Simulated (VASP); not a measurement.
# TiSe2 (P-3m1) in VASP: single point with PBE

Aim: the single point of TiSe2 with PBE.

Everything below comes from runs of VASP 6.6.1. Logs are shortened: lines on timing, memory, paths and dates and some standing lists are left out, and cuts for length are marked.

**1. The cell of the first run**

Symmetry: P-3m1, No. 164, trigonal system. Conventional cell: a = 3.541 Å, b = 3.541 Å, c = 6.091 Å, α = 90.00°, β = 90.00°, γ = 120.00°. Ti (site symmetry -3m) has 6 Se at 2.55 Å within 3.4 Å. Se (site symmetry 3m) has 3 Ti at 2.55 Å within 3.4 Å.

**2. Single point, PBE, non-collinear spin, zero start, spin-orbit coupling**

File INCAR:

```
SYSTEM = TiSe2
PREC     = Accurate       ! precision mode
ENCUT    = 500            ! plane-wave cutoff, eV
EDIFF    = 1E-6           ! SCF threshold, eV
ISMEAR   = -1             ! smearing method
SIGMA    = 0.02           ! smearing width, eV
LREAL    = .False.        ! projectors in reciprocal space
LASPH    = .True.         ! aspherical terms in the spheres
NELM     = 200            ! most SCF steps
ALGO     = Normal         ! electronic algorithm
ISIF     = 2              ! what is computed and relaxed
LWAVE    = .False.        ! write WAVECAR
LCHARG   = .True.         ! write CHGCAR
LNONCOLLINEAR= .True.         ! non-collinear magnetism
MAGMOM   = 0 0 0 0 0 0 0 0 0 ! initial moments
LORBIT   = 11             ! projections on sites
LSORBIT  = .True.         ! spin-orbit coupling
GGA_COMPAT= .False.      
LORBMOM  = .True.       
LMAXMIX  = 4              ! l up to which the mixer works
GGA      = PE             ! functional
LVHAR    = .True.       
NBANDS   = 37             ! bands
```

File KPOINTS:

```
regular mesh
0
Gamma
  12 12 4
  0 0 0
```

File POSCAR:

```
TiSe2
1.0
    3.5407886259      0.0000000000      0.0000000000
   -1.7703943130      3.0664128995      0.0000000000
    0.0000000000      0.0000000000      6.0906296643
Ti Se
1 2
Direct
    0.0000000000      0.0000000000      0.0000000000
    0.3333333333      0.6666666667      0.2499867423
    0.6666666667      0.3333333333      0.7500132577
```

Potentials or basis: VASP PAW PBE potentials, release 64 (Ti_sv, Se).

Command:

```bash
> cat potpaw_PBE.64/Ti_sv/POTCAR potpaw_PBE.64/Se/POTCAR > POTCAR
> mpirun -np 1 vasp_ncl > vasp.out
```

OUTCAR:

```text
SYSTEM = TiSe2
   PREC = Accurate
   ENCUT = 500
   EDIFF = 1E-6
   ISMEAR = -1
   LREAL = .False.
   LASPH = .True.
   NELM = 200
   ISIF = 2
   LNONCOLLINEAR = .True.
   LORBIT = 11
   LSORBIT = .True.
   GGA = PE

 ion  position               nearest neighbor table
   1  0.000  0.000  0.000-   2 2.55   3 2.55   3 2.55   2 2.55   3 2.55   2 2.55
   2  0.333  0.667  0.250-   1 2.55   1 2.55   1 2.55
   3  0.667  0.333  0.750-   1 2.55   1 2.55   1 2.55

  LATTYP: Found a hexagonal cell.
 ALAT       =     3.5407886259
 C/A-ratio  =     1.7201336504

  Lattice vectors:

 A1 = (   3.5407886259,   0.0000000000,   0.0000000000)
 A2 = (  -1.7703943130,   3.0664128995,   0.0000000000)
 A3 = (   0.0000000000,   0.0000000000,   6.0906296643)

Analysis of symmetry for initial positions (statically):
=====================================================================
 Subroutine PRICEL returns:
 Original cell was already a primitive cell.

 Routine SETGRP: Setting up the symmetry group for a
 hexagonal supercell.

 Subroutine GETGRP returns: Found 12 space group operations
 (whereof 12 operations were pure point group operations)
 out of a pool of 24 trial point group operations.

The static configuration has the point symmetry D_3d.

Analysis of symmetry for dynamics (positions and initial velocities):
=====================================================================
 Subroutine PRICEL returns:
 Original cell was already a primitive cell.

 Routine SETGRP: Setting up the symmetry group for a
 hexagonal supercell.

 Subroutine GETGRP returns: Found 12 space group operations
 (whereof 12 operations were pure point group operations)
 out of a pool of 24 trial point group operations.

The dynamic configuration has the point symmetry D_3d.

Analysis of structural, dynamic, and magnetic symmetry:
=====================================================================
 Subroutine PRICEL returns:
 Original cell was already a primitive cell.

 Routine SETGRP: Setting up the symmetry group for a
 hexagonal supercell.

 Subroutine GETGRP returns: Found 12 space group operations
 (whereof 12 operations were pure point group operations)
 out of a pool of 24 trial point group operations.

The overall configuration has the point symmetry D_3d.

 Subroutine INISYM returns: Found 12 space group operations
 (whereof 12 operations are pure point group operations),
 and found     1 'primitive' translations

----------------------------------------------------------------------------------------

                                     Primitive cell

  volume of cell :      66.1291

  direct lattice vectors                    reciprocal lattice vectors
     3.540788626  0.000000000  0.000000000     0.282422959  0.163056971  0.000000000
    -1.770394313  3.066412899  0.000000000     0.000000000  0.326113943  0.000000000
     0.000000000  0.000000000  6.090629664     0.000000000  0.000000000  0.164186637

  length of vectors
     3.540788626  3.540788626  6.090629664     0.326113943  0.326113943  0.164186637

  position of ions in fractional coordinates (direct lattice)
     0.000000000  0.000000000  0.000000000
     0.333333333  0.666666667  0.249986742
     0.666666667  0.333333333  0.750013258

  ion indices of the primitive-cell ions
   primitive index   ion index
                 1           1
                 2           2
                 3           3

----------------------------------------------------------------------------------------

 KPOINTS: regular mesh

Automatic generation of k-mesh.
 Grid dimensions read from file:
 generate k-points for:   12   12    4

 Generating k-lattice:

  Cartesian coordinates                     Fractional coordinates (reciprocal lattice)
     0.023535247  0.013588081  0.000000000     0.083333333  0.000000000  0.000000000
     0.000000000  0.027176162  0.000000000     0.000000000  0.083333333  0.000000000
     0.000000000  0.000000000  0.041046659     0.000000000  0.000000000  0.250000000

  Length of vectors
     0.027176162  0.027176162  0.041046659

  Shift w.r.t. Gamma in fractional coordinates (k-lattice)
     0.000000000  0.000000000  0.000000000

 Subroutine IBZKPT returns following result:
 ===========================================

 Found     69 irreducible k-points:

 Following reciprocal coordinates:
            Coordinates               Weight
  0.000000  0.000000  0.000000      1.000000
  0.083333  0.000000  0.000000      6.000000
  0.166667  0.000000  0.000000      6.000000
[... 57 lines left out ...]
   IALGO  =     38    algorithm
   IMIX   =      4    mixing-type and parameters
     AMIX     =   0.40;   BMIX     =  1.00
     AMIX_MAG =   1.60;   BMIX_MAG =  1.00
  volume/ion in A,a.u.               =      22.04       148.75
  Fermi-wavevector in a.u.,A,eV,Ry     =   1.167744  2.206716 18.553258  1.363626
  Thomas-Fermi vector in A             =   2.304240
   LORBIT       =     11    0 simple, 1 ext, 2 COOP (PROOUT), +10 PAW based schemes
   GGA     = PE    functional components
   LHFCALC =     F    Hartree Fock is set to
   AEXX    =    0.0000 exact exchange contribution
   IVDW    =     0    specifies the selected vdW correction
   LEPSILON=     F    determine dielectric tensor
   LRPA    =     F    only Hartree local field effects (RPA)
  energy-cutoff  :      500.00
  volume of cell :       66.13
 maximum number of plane-waves:      3404
 NGX is ok and might be reduce to    28
   NGX = 13   NGY = 13   NGZ = 23

 number of electron      24.0000000 magnetization       0.0000000      0.0000000      0.0000000

 number of electron      24.0000001 magnetization      -0.0000000      0.0000000     -0.0000000

 number of electron      24.0000001 magnetization       0.0000000     -0.0000000      0.0000000

 Free energy of the ion-electron system (eV)
  ---------------------------------------------------
  ext. energy  EPLUGINS =         0.00000000
  ---------------------------------------------------
  free energy    TOTEN  =       -18.23192375 eV

  energy without entropy =      -18.23078588  energy(sigma->0) =      -18.23135482

 E-fermi :   4.6245     XC(G=0):  -9.8876

 val. band max:        4.6111162930   @ k =   0.0833   0.0833   0.0000
 cond. band min:       4.6413446409   @ k =   0.5000   0.0000   0.2500
 fundamental gap:      0.0302283479
 Fermi energy:         4.6244945802

 k-point     1 :       0.0000    0.0000    0.0000
  band No.  band energies     occupation
      1     -53.0114      1.00000
      2     -53.0114      1.00000
      3     -29.6650      1.00000
      4     -29.6650      1.00000
      5     -29.0190      1.00000
      6     -29.0190      1.00000
[... 925 lines left out ...]
     35      11.5996      0.00000
     36      11.5996      0.00000

 [... further k-points ...]

 [bands above 36 left out]

------------------------ aborting loop because EDIFF is reached ----------------------------------------

  FORCE on cell =-STRESS in cart. coord.  units (eV):
  Direction    XX          YY          ZZ          XY          YZ          ZX
  --------------------------------------------------------------------------------------
  -------------------------------------------------------------------------------------
  Total        0.5391514      0.5391514      1.0387575     -0.0000000      0.0000000     -0.0000000
  in kB       13.0625664     13.0625664     25.1670267     -0.0000000      0.0000000     -0.0000000
  external PRESSURE =      17.0973865 kB  Pullay stress =       0.0000000 kB

 VOLUME and BASIS-vectors are now :
 -----------------------------------------------------------------------------
  energy-cutoff  :      500.00
  volume of cell :       66.13
      direct lattice vectors                 reciprocal lattice vectors
     3.540788626  0.000000000  0.000000000     0.282422959  0.163056971  0.000000000
    -1.770394313  3.066412899  0.000000000     0.000000000  0.326113943  0.000000000
     0.000000000  0.000000000  6.090629664     0.000000000  0.000000000  0.164186637

 POSITION                                       TOTAL-FORCE (eV/Angst)
 -----------------------------------------------------------------------------------
      0.00000      0.00000      0.00000        -0.000000      0.000000      0.000000
     -0.00000      2.04428      1.52258        -0.000000      0.000000      0.202420
      1.77039      1.02214      4.56805         0.000000      0.000000     -0.202420
 -----------------------------------------------------------------------------------
    total drift:                               -0.000000      0.000000      0.000000

  FREE ENERGIE OF THE ION-ELECTRON SYSTEM (eV)
  ---------------------------------------------------
  free  energy   TOTEN  =       -18.2319237531 eV

  energy  without entropy=      -18.2307858802  energy(sigma->0) =      -18.23135482

 orbital moment (x)

 # of ion     p       d       tot
 ----------------------------------------
  1         0.000   0.000   0.000
  2        -0.000  -0.000  -0.000
  3        -0.000  -0.000  -0.000
 ----------------------------------------
           -0.000  -0.000  -0.000

 orbital moment (y)

 # of ion     p       d       tot
 ----------------------------------------
  1         0.000   0.000   0.000
  2        -0.000  -0.000  -0.000
  3        -0.000  -0.000  -0.000
 ----------------------------------------
           -0.000   0.000   0.000

 orbital moment (z)

 # of ion     p       d       tot
 ----------------------------------------
  1         0.000  -0.000  -0.000
  2        -0.000  -0.000  -0.000
  3         0.000   0.000   0.000
 ----------------------------------------
            0.000  -0.000  -0.000

 Spin-Orbit-Coupling matrix elements

 Ion:    1  E_soc:     -0.0122659
 l=   1
     0.0000000    -0.0017687    -0.0017538
    -0.0017687     0.0000000    -0.0017687
    -0.0017538    -0.0017687     0.0000000
 l=   2
     0.0000000    -0.0000794     0.0000000    -0.0000794    -0.0001192
    -0.0000794     0.0000000    -0.0001262    -0.0001527    -0.0000794
     0.0000000    -0.0001262     0.0000000    -0.0001262     0.0000000
    -0.0000794    -0.0001527    -0.0001262     0.0000000    -0.0000794
    -0.0001192    -0.0000794     0.0000000    -0.0000794     0.0000000
 l=   3
     0.0000000     0.0000000     0.0000000     0.0000000     0.0000000     0.0000000     0.0000000
     0.0000000     0.0000000     0.0000000     0.0000000     0.0000000     0.0000000     0.0000000
     0.0000000     0.0000000     0.0000000     0.0000000     0.0000000     0.0000000     0.0000000
     0.0000000     0.0000000     0.0000000     0.0000000     0.0000000     0.0000000     0.0000000
[... 29 lines left out ...]
 l=   2
     0.0000000    -0.0000000     0.0000000    -0.0000000     0.0000018
    -0.0000000     0.0000000     0.0000025     0.0000038    -0.0000000
     0.0000000     0.0000025     0.0000000     0.0000025     0.0000000
    -0.0000000     0.0000038     0.0000025     0.0000000    -0.0000000
     0.0000018    -0.0000000     0.0000000    -0.0000000     0.0000000
 l=   3
     0.0000000     0.0000000     0.0000000     0.0000000     0.0000000     0.0000000     0.0000000
     0.0000000     0.0000000     0.0000000     0.0000000     0.0000000     0.0000000     0.0000000
     0.0000000     0.0000000     0.0000000     0.0000000     0.0000000     0.0000000     0.0000000
     0.0000000     0.0000000     0.0000000     0.0000000     0.0000000     0.0000000     0.0000000
     0.0000000     0.0000000     0.0000000     0.0000000     0.0000000     0.0000000     0.0000000
     0.0000000     0.0000000     0.0000000     0.0000000     0.0000000     0.0000000     0.0000000
     0.0000000     0.0000000     0.0000000     0.0000000     0.0000000     0.0000000     0.0000000

 total charge

# of ion       s       p       d       tot
------------------------------------------
    1        2.181   6.162   1.831  10.174
    2        1.472   2.362   0.035   3.869
    3        1.472   2.362   0.035   3.869
--------------------------------------------------
tot          5.126  10.887   1.900  17.912

 magnetization (x)

# of ion       s       p       d       tot
------------------------------------------
    1        0.000  -0.000   0.000  -0.000
    2       -0.000   0.000   0.000  -0.000
    3       -0.000   0.000   0.000  -0.000
--------------------------------------------------
tot         -0.000  -0.000   0.000  -0.000

 magnetization (y)

# of ion       s       p       d       tot
------------------------------------------
    1        0.000   0.000   0.000   0.000
    2        0.000   0.000   0.000   0.000
    3        0.000   0.000   0.000   0.000
--------------------------------------------------
tot          0.000   0.000   0.000   0.000

 magnetization (z)

# of ion       s       p       d       tot
------------------------------------------
    1       -0.000   0.000   0.000  -0.000
    2        0.000   0.000   0.000   0.000
    3        0.000   0.000   0.000   0.000
--------------------------------------------------
tot         -0.000   0.000   0.000  -0.000
```

It took 2.7 min on 1 thread of Intel Xeon 6975P-C (Granite Rapids), shared host; peak memory 0.47 GiB.

What came out:

- Free energy: -18.2319 eV
- Pressure: 1.7 GPa
- Largest force: 0.202 eV/Å
- Net moment: 0.00 μB per cell
- Valence electrons inside the program's atomic spheres: Ti 10.17; Se 3.87

Forces on the atoms (eV/Å):
```
Ti   0.000  0.000  0.000
Se   0.000  0.000  0.202
Se   0.000  0.000 -0.202
```

Moments on the atoms (μB; x, y, z):
```
Ti  0.00 0.00 0.00
Se  0.00 0.00 0.00
Se  0.00 0.00 0.00
```

Caveat: this functional lacks dispersion, which binds the layers, so the pressure and a relaxed spacing across them are unreliable.
